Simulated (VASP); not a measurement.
# Ru (P6_3/mmc) in VASP: further runs

The runs below take Ru through electric field gradients, with PBEsol.

Program: VASP 6.6.1. These are calculated values, not measurements. Logs are shortened: lines on timing, memory, paths and dates and some standing lists are left out, and cuts for length are marked.

### Step 1. The cell of the first run

Symmetry: P6_3/mmc, No. 194, hexagonal system. Conventional cell: a = 2.651 Å, b = 2.651 Å, c = 4.195 Å, α = 90.00°, β = 90.00°, γ = 120.00°. Ru (site symmetry -6m2) has 12 Ru at 2.60 to 2.65 Å within 3.4 Å.

### Step 2. Electric field gradients, PBEsol (volume scaled by 0.9405)

INCAR reads:

```
SYSTEM = Ru
PREC     = Accurate       ! precision mode
ENCUT    = 520            ! plane-wave cutoff, eV
EDIFF    = 1E-8           ! SCF threshold, eV
ISMEAR   = -1             ! smearing method
SIGMA    = 0.03           ! smearing width, eV
LREAL    = .False.        ! projectors in reciprocal space
LASPH    = .True.         ! aspherical terms in the spheres
NELM     = 60             ! most SCF steps
ALGO     = Normal         ! electronic algorithm
ISIF     = 2              ! what is computed and relaxed
LWAVE    = .False.        ! write WAVECAR
LCHARG   = .False.        ! write CHGCAR
GGA      = PS             ! functional
LEFG     = .True.       
NBANDS   = 21             ! bands
```

KPOINTS reads:

```
Automatic mesh
0
Gamma
  14 14 8
  0 0 0
```

POSCAR reads:

```
Ru
1.0
    2.6510333155      0.0000000000      0.0000000000
   -1.3255166578      2.2958621976      0.0000000000
    0.0000000000      0.0000000000      4.1952333309
Ru
2
Direct
    0.3333333333      0.6666666667      0.2500000000
    0.6666666667      0.3333333333      0.7500000000
```

Potentials or basis: VASP PAW PBE potentials, release 64 (Ru_pv).

Run with:

```sh
> cat potpaw_PBE.64/Ru_pv/POTCAR > POTCAR
> mpirun -np 1 vasp_std > vasp.out
```

OUTCAR:

```text
SYSTEM = Ru
   PREC = Accurate
   ENCUT = 520
   EDIFF = 1E-8
   ISMEAR = -1
   LREAL = .False.
   LASPH = .True.
   NELM = 60
   ISIF = 2
   GGA = PS

 ion  position               nearest neighbor table
   1  0.333  0.667  0.250-   2 2.60   2 2.60   2 2.60   2 2.60   2 2.60   2 2.60
   2  0.667  0.333  0.750-   1 2.60   1 2.60   1 2.60   1 2.60   1 2.60   1 2.60

  LATTYP: Found a hexagonal cell.
 ALAT       =     2.6510333155
 C/A-ratio  =     1.5824898565

  Lattice vectors:

 A1 = (   2.6510333155,   0.0000000000,   0.0000000000)
 A2 = (  -1.3255166578,   2.2958621976,   0.0000000000)
 A3 = (   0.0000000000,   0.0000000000,   4.1952333309)

Analysis of symmetry for initial positions (statically):
=====================================================================
 Subroutine PRICEL returns:
 Original cell was already a primitive cell.

 Routine SETGRP: Setting up the symmetry group for a
 hexagonal supercell.

 Subroutine GETGRP returns: Found 24 space group operations
 (whereof 12 operations were pure point group operations)
 out of a pool of 24 trial point group operations.

The static configuration has the point symmetry D_3d.
 The point group associated with its full space group is D_6h.

Analysis of symmetry for dynamics (positions and initial velocities):
=====================================================================
 Subroutine PRICEL returns:
 Original cell was already a primitive cell.

 Routine SETGRP: Setting up the symmetry group for a
 hexagonal supercell.

 Subroutine GETGRP returns: Found 24 space group operations
 (whereof 12 operations were pure point group operations)
 out of a pool of 24 trial point group operations.

The dynamic configuration has the point symmetry D_3d.
 The point group associated with its full space group is D_6h.

 Subroutine INISYM returns: Found 24 space group operations
 (whereof 12 operations are pure point group operations),
 and found     1 'primitive' translations

----------------------------------------------------------------------------------------

                                     Primitive cell

  volume of cell :      25.5339

  direct lattice vectors                    reciprocal lattice vectors
     2.651033315  0.000000000  0.000000000     0.377211404  0.217783106  0.000000000
    -1.325516658  2.295862198  0.000000000     0.000000000  0.435566212  0.000000000
     0.000000000  0.000000000  4.195233331     0.000000000  0.000000000  0.238365764

  length of vectors
     2.651033315  2.651033316  4.195233331     0.435566212  0.435566212  0.238365764

  position of ions in fractional coordinates (direct lattice)
     0.333333333  0.666666667  0.250000000
     0.666666667  0.333333333  0.750000000

  ion indices of the primitive-cell ions
   primitive index   ion index
                 1           1
                 2           2

----------------------------------------------------------------------------------------

 KPOINTS: Automatic mesh

Automatic generation of k-mesh.
 Grid dimensions read from file:
 generate k-points for:   14   14    8

 Generating k-lattice:

  Cartesian coordinates                     Fractional coordinates (reciprocal lattice)
     0.026943672  0.015555936  0.000000000     0.071428571 -0.000000000  0.000000000
     0.000000000  0.031111872  0.000000000     0.000000000  0.071428571  0.000000000
     0.000000000  0.000000000  0.029795721     0.000000000  0.000000000  0.125000000

  Length of vectors
     0.031111872  0.031111872  0.029795721

  Shift w.r.t. Gamma in fractional coordinates (k-lattice)
     0.000000000  0.000000000  0.000000000

 Subroutine IBZKPT returns following result:
 ===========================================

 Found    120 irreducible k-points:

 Following reciprocal coordinates:
            Coordinates               Weight
  0.000000  0.000000  0.000000      1.000000
  0.071429 -0.000000  0.000000      6.000000
  0.142857 -0.000000  0.000000      6.000000
  0.214286 -0.000000  0.000000      6.000000
  0.285714  0.000000  0.000000      6.000000
  0.357143 -0.000000  0.000000      6.000000
[... 16 lines left out ...]
  0.285714  0.285714  0.000000      6.000000
  0.357143  0.285714  0.000000      6.000000
 [... further k-points ...]
   k-points           NKPTS =    120   k-points in BZ     NKDIM =    120   number of bands    NBANDS=     21
   number of dos      NEDOS =    301   number of ions     NIONS =      2
   total plane-waves  NPLWV =  12800
   dimension x,y,z NGX =    20 NGY =   20 NGZ =   32
   dimension x,y,z NGXF=    40 NGYF=   40 NGZF=   64
   ions per type =               2
   NGX,Y,Z   is equivalent  to a cutoff of  12.54, 12.54, 12.68 a.u.
   NGXF,Y,Z  is equivalent  to a cutoff of  25.08, 25.08, 25.36 a.u.
 SYSTEM =  Ru
   PREC   = accura    normal or accurate (medium, high low for compatibility)
   ISTART =      0    job   : 0-new  1-cont  2-samecut
   ICHARG =      2    charge: 1-file 2-atom 10-const
   ISPIN  =      1    spin polarized calculation?
   LNONCOLLINEAR =      F non collinear calculations
   LSORBIT =      F    spin-orbit coupling
   LASPH  =      T    aspherical Exc in radial PAW
   ENCUT  =  520.0 eV  38.22 Ry    6.18 a.u.   4.93  4.93  7.80*2*pi/ulx,y,z
   NELM   =     60;   NELMIN=  2; NELMDL= -5     # of ELM steps
   EDIFF  = 0.1E-07   stopping-criterion for ELM
   LREAL  =      F    real-space projection
   EDIFFG = 0.1E-06   stopping-criterion for IOM
   NSW    =      0    number of steps for IOM
   IBRION =     -1    ionic relax: 0-MD 1-quasi-New 2-CG
   NFREE  =      0    steps in history (QN), initial steepest desc. (CG)
   ISIF   =      2    stress and relaxation
   ISYM   =      2    0-nonsym 1-usesym 2-fastsym
   POTIM  = 0.5000    time-step for ionic-motion
   TEBEG  =    0.0;   TEEND  =   0.0 temperature during run
   PSTRESS=    0.0 pullay stress
   NELECT =      28.0000    total number of electrons
   NUPDOWN=      -1.0000    fix difference up-down
   EMIN   =  10.00;   EMAX   =-10.00  energy-range for DOS
   EFERMI =   0.00;   METHOD = LEGACY
   ISMEAR =    -1;   SIGMA  =   0.03  broadening in eV -4-tet -1-fermi 0-gaus
   EFERMI_NEDOS =   21; number of points for ismear=-14 and -15
   IALGO  =     38    algorithm
   IMIX   =      4    mixing-type and parameters
     AMIX     =   0.40;   BMIX     =  1.00
     AMIX_MAG =   1.60;   BMIX_MAG =  1.00
  volume/ion in A,a.u.               =      12.77        86.16
  Fermi-wavevector in a.u.,A,eV,Ry     =   1.688192  3.190220 38.776492  2.849992
  Thomas-Fermi vector in A             =   2.770542
   LORBIT       =      0    0 simple, 1 ext, 2 COOP (PROOUT), +10 PAW based schemes
   GGA     = PS    functional components
   LHFCALC =     F    Hartree Fock is set to
   AEXX    =    0.0000 exact exchange contribution
   IVDW    =     0    specifies the selected vdW correction
   LEPSILON=     F    determine dielectric tensor
   LRPA    =     F    only Hartree local field effects (RPA)
 non-spin polarized calculation
  energy-cutoff  :      520.00
  volume of cell :       25.53
 maximum number of plane-waves:       703
 NGX is ok and might be reduce to    20
   NGX =  9   NGY =  9   NGZ = 15

 number of electron      27.9999992 magnetization

 Free energy of the ion-electron system (eV)
  ---------------------------------------------------
  ext. energy  EPLUGINS =         0.00000000
  ---------------------------------------------------
  free energy    TOTEN  =       -20.28365561 eV

  energy without entropy =      -20.27744396  energy(sigma->0) =      -20.28054979

 E-fermi :  13.8428     XC(G=0): -14.6650

 val. band max:       13.8222649887   @ k =   0.1429   0.1429   0.2500
 cond. band min:      13.8516769770   @ k =   0.0000   0.0000   0.3750
 fundamental gap:      0.0294119883
 Fermi energy:        13.8427901779

 k-point     1 :       0.0000    0.0000    0.0000
  band No.  band energies     occupation
      1     -30.0044      2.00000
      2     -28.8494      2.00000
      3     -28.8494      2.00000
      4     -28.6427      2.00000
      5     -28.6427      2.00000
      6     -28.5987      2.00000
[... 13 lines left out ...]
     20      24.0681      0.00000
     21      24.9268      0.00000

 k-point     2 :       0.0714   -0.0000    0.0000
  band No.  band energies     occupation
      1     -29.9830      2.00000
      2     -28.8955      2.00000
      3     -28.8649      2.00000
      4     -28.6908      2.00000
      5     -28.6488      2.00000
      6     -28.6085      2.00000
[... 13 lines left out ...]
     20      24.0680      0.00000
     21      24.8972      0.00000

 k-point     3 :       0.1429   -0.0000    0.0000
  band No.  band energies     occupation
      1     -29.9210      2.00000
      2     -29.0247      2.00000
      3     -28.9072      2.00000
      4     -28.8233      2.00000
      5     -28.6669      2.00000
      6     -28.6381      2.00000
[... 13 lines left out ...]
     20      24.0679      0.00000
     21      24.7910      0.00000

 k-point     4 :       0.2143   -0.0000    0.0000
  band No.  band energies     occupation
      1     -29.8246      2.00000
      2     -29.2112      2.00000
      3     -29.0088      2.00000
      4     -28.9660      2.00000
      5     -28.6950      2.00000
      6     -28.6876      2.00000
[... 13 lines left out ...]
     20      24.0678      0.00000
     21      24.6073      0.00000

 k-point     5 :       0.2857    0.0000    0.0000
  band No.  band energies     occupation
      1     -29.7041      2.00000
      2     -29.4177      2.00000
      3     -29.2073      2.00000
      4     -29.0289      2.00000
      5     -28.7559      2.00000
      6     -28.7278      2.00000
[... 13 lines left out ...]
     20      24.0675      0.00000
     21      24.3988      0.00000
[... 382 lines left out ...]
     20      24.0690      0.00000
     21      24.8559      0.00000

 k-point    22 :       0.3571    0.2143    0.0000
  band No.  band energies     occupation
      1     -29.6613      2.00000
      2     -29.4465      2.00000
      3     -29.3195      2.00000
      4     -29.2998      2.00000
      5     -29.0300      2.00000
      6     -29.0169      2.00000
[... 13 lines left out ...]
     20      24.0682      0.00000
     21      24.1137      0.00000

 k-point    23 :       0.2857    0.2857    0.0000
  band No.  band energies     occupation
      1     -29.6132      2.00000
      2     -29.4554      2.00000
      3     -29.3022      2.00000
      4     -29.3006      2.00000
      5     -29.0838      2.00000
      6     -29.0447      2.00000
[... 13 lines left out ...]
     20      24.0693      0.00000
     21      24.0718      0.00000

 k-point    24 :       0.3571    0.2857    0.0000
  band No.  band energies     occupation
      1     -29.6169      2.00000
      2     -29.3920      2.00000
      3     -29.3865      2.00000
      4     -29.2265      2.00000
      5     -29.1280      2.00000
      6     -29.1129      2.00000
[... 13 lines left out ...]
     20      24.0694      0.00000
     21      24.0703      0.00000

 [... further k-points ...]
[... 5 lines left out ...]
  --------------------------------------------------------------------------------------
  -------------------------------------------------------------------------------------
  Total        2.6588799      2.6588799      2.5126705     -0.0000000     -0.0000000      0.0000000
  in kB      166.8369283    166.8369283    157.6627130     -0.0000000     -0.0000000      0.0000000
  external PRESSURE =     163.7788566 kB  Pullay stress =       0.0000000 kB

 VOLUME and BASIS-vectors are now :
 -----------------------------------------------------------------------------
  energy-cutoff  :      520.00
  volume of cell :       25.53
      direct lattice vectors                 reciprocal lattice vectors
     2.651033315  0.000000000  0.000000000     0.377211404  0.217783106  0.000000000
    -1.325516658  2.295862198  0.000000000     0.000000000  0.435566212  0.000000000
     0.000000000  0.000000000  4.195233331     0.000000000  0.000000000  0.238365764

 POSITION                                       TOTAL-FORCE (eV/Angst)
 -----------------------------------------------------------------------------------
     -0.00000      1.53057      1.04881         0.000000      0.000000      0.000000
      1.32552      0.76529      3.14642        -0.000000     -0.000000      0.000000
 -----------------------------------------------------------------------------------
    total drift:                               -0.000000      0.000000     -0.000000

  FREE ENERGIE OF THE ION-ELECTRON SYSTEM (eV)
  ---------------------------------------------------
  free  energy   TOTEN  =       -20.2836556119 eV

  energy  without entropy=      -20.2774439593  energy(sigma->0) =      -20.28054979

 Electric field gradients (V/A^2)
---------------------------------------------------------------------
 ion       V_xx      V_yy      V_zz      V_xy      V_xz      V_yz
---------------------------------------------------------------------
   1       7.569     7.568   -15.137    -0.000     0.000    -0.000
   2       7.569     7.568   -15.137    -0.000    -0.000     0.000
---------------------------------------------------------------------

 Electric field gradients after diagonalization (V/A^2)
 (convention: |V_zz| > |V_xx| > |V_yy|)
----------------------------------------------------------------------
 ion       V_xx      V_yy      V_zz     asymmetry (V_yy - V_xx)/ V_zz
----------------------------------------------------------------------
   1       7.569     7.568   -15.137       0.000
   2       7.569     7.568   -15.137       0.000
----------------------------------------------------------------------

           NMR quadrupolar parameters

 Cq : quadrupolar parameter    Cq=e*Q*V_zz/h
 eta: asymmetry parameters     (V_yy - V_xx)/ V_zz
 Q  : nuclear electric quadrupole moment in mb (millibarn)
----------------------------------------------------------------------
 ion       Cq(MHz)       eta       Q (mb)
----------------------------------------------------------------------
   1      -0.037       0.000       1.000
   2      -0.037       0.000       1.000
----------------------------------------------------------------------
```

Run time: 24 s. Hardware: 1 thread of AMD EPYC 9R45 (Zen 5), shared host; peak memory 0.14 GiB.

What came out:

- Free energy: -20.2837 eV
- Pressure: 16.4 GPa
- Band gap on the k mesh: zero (band 14 reaches 15.67 eV, above the bottom of band 15 at 12.20 eV)

Stress tensor (GPa, compression positive):
```
16.68  0.00  0.00
 0.00 16.68  0.00
 0.00  0.00 15.77
```

Electric field gradients, principal values (V/Å²):
```csv
atom,least,middle,greatest (by size)
1 Ru,7.568,7.569,-15.137
2 Ru,7.568,7.569,-15.137
```

Caveat: without QUAD_EFG the Cq values of the log hold for a quadrupole moment of 1 mb, not for the nuclei; the PAW data sets were made with another functional, which shifts forces and pressure a little.

[end of part 1 of 2]
